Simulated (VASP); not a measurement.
Crystal: Sr4Er.

```
Sr Er
1.0
     6.44390    0.00000    0.00000
     0.00000    6.44390    0.00000
     0.00000    0.00000    6.44390
Sr Er
4 1
Direct
  0.28927 0.28927 0.28927
  0.71073 0.71073 0.28927
  0.28927 0.71073 0.71073
  0.71073 0.28927 0.71073
  0.00000 0.00000 0.00000
```

The cell was built from a structure type or drawn by symmetry, and may not be a known phase.

* Program: VASP 6.6.1
* Task: relaxation of cell and atoms
* Functional: PBE
* Potentials or basis: VASP PAW PBE potentials, release 64 (Sr_sv, Er_3), 4f in core
* Cutoff: 500 eV
* k mesh: 6 × 6 × 6
* Occupations: gaussian, width 0.1 eV
* Spin: no spin polarisation

At the start: pressure 0.5 GPa; volume 53.51 Å³/atom.

Task: Where does the relaxation end?

Result: Over 6 steps the energy falls by 4.6 meV/atom and the volume is 56.72 Å³/atom (+6.0 %); space group P-43m (No. 215, to 0.1 Å) before and after.

The path:
```tsv
step	energy change (eV)	largest force (eV/Å)	pressure (GPa)	volume (Å³)
1	0.0000	0.0208	0.48	267.57
2	-0.0146	0.0289	0.27	273.80
3	-0.0226	0.0418	-0.02	284.14
4	-0.0226	0.0405	0.00	283.40
5	-0.0229	0.0277	0.00	283.47
6	-0.0232	0.0005	0.00	283.62
```

Final structure:
```xyz
5
Lattice="6.5702 0.0000 0.0000 0.0000 6.5702 0.0000 0.0000 0.0000 6.5702" Properties=species:S:1:pos:R:3 pbc="T T T"
Sr    1.9067    1.9067    1.9067
Sr    4.6635    4.6635    1.9067
Sr    1.9067    4.6635    4.6635
Sr    4.6635    1.9067    4.6635
Er    0.0000    0.0000    0.0000
```
